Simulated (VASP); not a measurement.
# Al4Pt (Im-3m) in VASP: further runs, part 2 of 2

VASP 6.6.1. Earlier steps stand in the parts before.

## (6) Relaxation of cell and atoms, PBE

This run uses another cell than the first one, of 19.60 Å³/atom, 1.309 times its volume.

Input file INCAR:

```
ALGO = Normal
EDIFF = 1E-6
EDIFFG = -0.01
ENCUT = 600
GGA = PE
IBRION = 2
ISIF = 3
ISMEAR = 0
LASPH = T
LCHARG = F
LREAL = F
LWAVE = F
NELM = 60
NSW = 100
PREC = Accurate
SIGMA = 0.1
```

Input file KPOINTS:

```
k-points
0
Gamma
  10 10 10
```

Input file POSCAR:

```
Al4Pt
1.0
   -2.9044496603      2.9044496603      2.9044496603
    2.9044496603     -2.9044496603      2.9044496603
    2.9044496603      2.9044496603     -2.9044496603
Al Pt
4 1
Direct
    0.5000000000      0.5000000000      0.5000000000
    0.5000000000      0.0000000000      0.0000000000
    0.0000000000      0.0000000000      0.5000000000
    0.0000000000      0.5000000000      0.0000000000
    0.0000000000      0.0000000000      0.0000000000
```

Potentials or basis: VASP PAW PBE potentials, release 64 (Al, Pt).

On the command line:

```
$ cat potpaw_PBE.64/Al/POTCAR potpaw_PBE.64/Pt/POTCAR > POTCAR
$ mpirun -np 1 vasp_std > vasp.out
```

OUTCAR:

```text
EDIFF = 1E-6
   EDIFFG = -0.01
   ENCUT = 600
   GGA = PE
   IBRION = 2
   ISIF = 3
   ISMEAR = 0
   LASPH = T
   LREAL = F
   NELM = 60
   NSW = 100
   PREC = Accurate

 ion  position               nearest neighbor table
   1  0.500  0.500  0.500-   5 2.52   5 2.52   4 2.90   2 2.90   2 2.90   4 2.90   3 2.90   3 2.90

   2  0.500  0.000  0.000-   5 2.52   5 2.52   4 2.90   1 2.90   1 2.90   3 2.90   3 2.90   4 2.90

   3  0.000  0.000  0.500-   5 2.52   5 2.52   4 2.90   1 2.90   2 2.90   4 2.90   2 2.90   1 2.90

   4  0.000  0.500  0.000-   5 2.52   5 2.52   3 2.90   1 2.90   2 2.90   3 2.90   1 2.90   2 2.90

   5  0.000  0.000  0.000-   1 2.52   2 2.52   3 2.52   4 2.52   3 2.52   4 2.52   2 2.52   1 2.52

  LATTYP: Found a body centered cubic cell.
 ALAT       =     5.8088993206

  Lattice vectors:

 A1 = (  -2.9044496603,   2.9044496603,   2.9044496603)
 A2 = (   2.9044496603,  -2.9044496603,   2.9044496603)
 A3 = (   2.9044496603,   2.9044496603,  -2.9044496603)

Analysis of symmetry for initial positions (statically):
=====================================================================
 Subroutine PRICEL returns:
 Original cell was already a primitive cell.

 Routine SETGRP: Setting up the symmetry group for a
 body centered cubic supercell.

 Subroutine GETGRP returns: Found 48 space group operations
 (whereof 48 operations were pure point group operations)
 out of a pool of 48 trial point group operations.

The static configuration has the point symmetry O_h .

Analysis of symmetry for dynamics (positions and initial velocities):
=====================================================================
 Subroutine PRICEL returns:
 Original cell was already a primitive cell.

 Routine SETGRP: Setting up the symmetry group for a
 body centered cubic supercell.

 Subroutine GETGRP returns: Found 48 space group operations
 (whereof 48 operations were pure point group operations)
 out of a pool of 48 trial point group operations.

The dynamic configuration has the point symmetry O_h .

 Subroutine INISYM returns: Found 48 space group operations
 (whereof 48 operations are pure point group operations),
 and found     1 'primitive' translations

[... 133 lines left out ...]
 Gauss-broadening in eV      SIGMA  =   0.10
  energy-cutoff  :      600.00
  volume of cell :       98.01
 maximum number of plane-waves:      3319
   NGX = 21   NGY = 21   NGZ = 21

 number of electron      22.0000000 magnetization

 Free energy of the ion-electron system (eV)
  ---------------------------------------------------
  ext. energy  EPLUGINS =         0.00000000
  ---------------------------------------------------
  free energy    TOTEN  =       -22.11442944 eV

  energy without entropy =      -22.10310576  energy(sigma->0) =      -22.10876760

 E-fermi :   6.6354     XC(G=0):  -9.8660

 val. band max:        6.6351636415   @ k =   0.3000   0.3000   0.0000
 cond. band min:       6.6449132419   @ k =  -0.4000  -0.4000   0.2000
 fundamental gap:      0.0097496004
 Fermi energy:         6.6354103410

 k-point     1 :       0.0000    0.0000    0.0000
  band No.  band energies     occupation
      1      -3.4636      2.00000
      2       0.7007      2.00000
      3       0.7007      2.00000
      4       0.7007      2.00000
      5       2.1134      2.00000
      6       2.1134      2.00000
      7       4.6910      2.00000
      8       4.6910      2.00000
      9       4.6910      2.00000
     10       5.7025      2.00000
     11       5.7025      2.00000
     12       5.7025      2.00000
     13       6.4714      1.97960
     14       7.7575      0.00000
[... 401 lines left out ...]
      2       0.3811      2.00000
      3       0.4918      2.00000
      4       1.0809      2.00000
      5       1.7467      2.00000
      6       1.8010      2.00000
      7       2.1251      2.00000
      8       3.1834      2.00000
      9       3.9960      2.00000
     10       5.7308      2.00000
     11       5.9825      2.00000
     12       6.0723      2.00000
     13       8.5332      0.00000
     14       8.8075      0.00000
     15       9.0134      0.00000

 [... further k-points ...]
[... 5 lines left out ...]
  --------------------------------------------------------------------------------------
  -------------------------------------------------------------------------------------
  Total        0.0046928      0.0046928      0.0046928      0.0000000     -0.0000000      0.0000000
  in kB        0.0767167      0.0767167      0.0767167      0.0000000     -0.0000000      0.0000000
  external PRESSURE =       0.0767167 kB  Pullay stress =       0.0000000 kB

 VOLUME and BASIS-vectors are now :
 -----------------------------------------------------------------------------
  energy-cutoff  :      600.00
  volume of cell :       98.01
      direct lattice vectors                 reciprocal lattice vectors
    -2.904449660  2.904449660  2.904449660     0.000000000  0.172149653  0.172149653
     2.904449660 -2.904449660  2.904449660     0.172149653  0.000000000  0.172149653
     2.904449660  2.904449660 -2.904449660     0.172149653  0.172149653  0.000000000

 POSITION                                       TOTAL-FORCE (eV/Angst)
 -----------------------------------------------------------------------------------
      1.45222      1.45222      1.45222        -0.000000      0.000000     -0.000000
     -1.45222      1.45222      1.45222        -0.000000      0.000000      0.000000
      1.45222      1.45222     -1.45222        -0.000000     -0.000000      0.000000
      1.45222     -1.45222      1.45222        -0.000000      0.000000     -0.000000
      0.00000      0.00000      0.00000         0.000000     -0.000000      0.000000
 -----------------------------------------------------------------------------------
    total drift:                               -0.000000      0.000000      0.000000

  FREE ENERGIE OF THE ION-ELECTRON SYSTEM (eV)
  ---------------------------------------------------
  free  energy   TOTEN  =       -22.1144294357 eV

  energy  without entropy=      -22.1031057572  energy(sigma->0) =      -22.10876760

 reached required accuracy - stopping structural energy minimisation
```

OSZICAR:

```text
N       E                     dE             d eps       ncg     rms          rms(c)
DAV:   1     0.696393400784E+02    0.69639E+02   -0.95184E+03  1410   0.135E+03
DAV:   2    -0.192053196261E+02   -0.88845E+02   -0.86149E+02  1718   0.189E+02
DAV:   3    -0.227913748291E+02   -0.35861E+01   -0.34874E+01  1936   0.368E+01
DAV:   4    -0.228258210804E+02   -0.34446E-01   -0.34437E-01  1585   0.416E+00
DAV:   5    -0.228264301813E+02   -0.60910E-03   -0.60906E-03  1956   0.584E-01    0.107E+01
DAV:   6    -0.223088237247E+02    0.51761E+00   -0.34165E+00  1543   0.156E+01    0.404E+00
DAV:   7    -0.221616345687E+02    0.14719E+00   -0.58017E-01  1494   0.686E+00    0.249E+00
DAV:   8    -0.221157996610E+02    0.45835E-01   -0.10401E-01  1746   0.252E+00    0.318E-01
DAV:   9    -0.221147628282E+02    0.10368E-02   -0.17764E-02  1655   0.110E+00    0.190E-01
DAV:  10    -0.221145330999E+02    0.22973E-03   -0.46354E-03  1634   0.644E-01    0.609E-02
DAV:  11    -0.221144274031E+02    0.10570E-03   -0.56056E-04  1725   0.223E-01    0.126E-02
DAV:  12    -0.221144346496E+02   -0.72465E-05   -0.61206E-05  1724   0.576E-02    0.156E-02
DAV:  13    -0.221144295699E+02    0.50796E-05   -0.20714E-05  1725   0.411E-02    0.339E-03
DAV:  14    -0.221144294357E+02    0.13423E-06   -0.18874E-06   993   0.101E-02
   1 F= -.22114429E+02 E0= -.22108768E+02  d E =-.221144E+02
```

CONTCAR:

```text
Al4Pt
   1.00000000000000
    -2.9044496603000001    2.9044496603000001    2.9044496603000001
     2.9044496603000001   -2.9044496603000001    2.9044496603000001
     2.9044496603000001    2.9044496603000001   -2.9044496603000001
  Al              Pt
     4     1
Direct
     0.5000000000000000    0.5000000000000000    0.5000000000000000
     0.5000000000000000    0.0000000000000000    0.0000000000000000
     0.0000000000000000    0.0000000000000000    0.5000000000000000
     0.0000000000000000    0.5000000000000000    0.0000000000000000
     0.0000000000000000    0.0000000000000000    0.0000000000000000

  0.00000000E+00  0.00000000E+00  0.00000000E+00
  0.00000000E+00  0.00000000E+00  0.00000000E+00
  0.00000000E+00  0.00000000E+00  0.00000000E+00
  0.00000000E+00  0.00000000E+00  0.00000000E+00
  0.00000000E+00  0.00000000E+00  0.00000000E+00
```

It took 36 s on 1 thread of Intel Xeon 6975P-C (Granite Rapids), shared host; peak memory 0.28 GiB.

Results:

- Free energy: -22.1144 eV
- Pressure after relaxing: 0.0 GPa
- Band gap on the k mesh: zero (band 11 reaches 8.06 eV, above the bottom of band 12 at 5.70 eV)

Final structure:
```xyz
5
Lattice="-2.9044 2.9044 2.9044 2.9044 -2.9044 2.9044 2.9044 2.9044 -2.9044" Properties=species:S:1:pos:R:3 pbc="T T T"
Al    1.4522    1.4522    1.4522
Al   -1.4522    1.4522    1.4522
Al    1.4522    1.4522   -1.4522
Al    1.4522   -1.4522    1.4522
Pt    0.0000    0.0000    0.0000
```

Caveat: the relaxation stopped at its first step, so nothing moved; spin-orbit coupling is left out, which moves the levels of the heavy elements.

## (7) Summary

```csv
task,cell,k mesh,cutoff (eV),gap on the mesh (eV),pressure (GPa)
single point,"a = 4.599 Å, angles 109.5°, 5 atoms",4 × 4 × 4,520,none,46.0
single point,"a = 5.031 Å, angles 109.5°, 5 atoms",4 × 4 × 4,520,none,-0.1
relaxation of cell and atoms,"relaxed from a = 4.599 Å, angles 109.5°, 5 atoms",4 × 4 × 4,600,none,-0.3
single point,"a = 5.033 Å, angles 109.5°, 5 atoms",10 × 10 × 10,520,none,-0.1
relaxation of cell and atoms,"relaxed from a = 5.031 Å, angles 109.5°, 5 atoms",10 × 10 × 10,600,none,0.0
```

Alike in all rows: level PBE; potentials or basis VASP PAW PBE potentials, release 64 (Al, Pt); no spin polarisation; smearing gaussian 0.1 eV.

Caveats: some runs use coarse meshes; spin-orbit coupling is left out, which moves the levels of the heavy elements; the volume moved by over 15 % at a fixed basis, so the end points are rough (some runs); the relaxation stopped at its first step, so nothing moved (some runs).

Absolute energies hang on the potentials; compare differences alone.
